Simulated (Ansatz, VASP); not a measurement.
# Ru in VASP and in Ansatz

File INCAR:

```
ALGO = Normal ; EDIFF = 1E-8
ENCUT = 520 ; GGA = PS
ISIF = 2 ; ISMEAR = -1
LASPH = T ; LCHARG = F
LEFG = T ; LREAL = F
LWAVE = F ; NBANDS = 21
NELM = 80 ; PREC = Accurate
SIGMA = 0.03
```

The input KPOINTS:

```
k-points
0
Gamma
  14 14 8
```

POSCAR

```
Ru
1.0
    2.7057993342      0.0000000000      0.0000000000
   -1.3528996671      2.3432909610      0.0000000000
    0.0000000000      0.0000000000      4.1962620000
Ru
2
Direct
    0.3333333333      0.6666666667      0.2500000000
    0.6666666667      0.3333333333      0.7500000000
```

Input for Ansatz:

```yaml
crystal:
  lattice:
    - [2.7057993342, 0.0, 0.0]
    - [-1.3528996671, 2.343290961, 0.0]
    - [0.0, 0.0, 4.196262]
  atoms:
    - { symbol: Ru, position: [0.3333333333, 0.6666666667, 0.25] }
    - { symbol: Ru, position: [0.6666666667, 0.3333333333, 0.75] }
kpoints:
  mp_grid: { grid: [14, 14, 8] }
scf:
  occupations: { method: fermi_dirac, width: 0.03 }
hamiltonian:
  xc: pbesol
  pseudopotentials: { kind: paw }
output:
  forces: true
  stress: true
  eigenvalues: true
  efg: { contact_densities: true }
```

Change from the starting cell: zz strain of -2 %, PAW files.

Alike in both runs: task electric field gradients; functional PBEsol; k mesh 14 × 14 × 8; occupations fermi-dirac, width 0.03 eV; no spin polarisation.

|  | VASP | Ansatz |
| --- | --- | --- |
| version | VASP 6.6.1 | Ansatz 0.2.0 |
| potentials or method | VASP PAW PBE potentials, release 64 (Ru_pv) | PAW with Ansatz's default frozen-core files, scalar-relativistic |
| plane-wave cutoff (eV) | 520 | 420 |
| valence electrons in the cell | 28 | 32 |

Ansatz gave:

```
pressure (GPa)                                                : 0.9
traceless stress, the component that is largest in VASP (GPa) : 5.68
size of Vzz on the site where it differs most (V/Å²)          : 17.0
```

Which values does VASP return?

Pressure (GPa): 0.8; traceless stress, the component that is largest in VASP (GPa): 5.69; size of Vzz on the site where it differs most (V/Å²): 22.4.

VASP's potentials were made for PBE, not for PBEsol. With one functional, cell and mesh, what is left measures potentials, basis and numerics. VASP's potentials hold 28 valence electrons a cell and Ansatz's 32, so a difference there can come from the potentials and not from the codes.
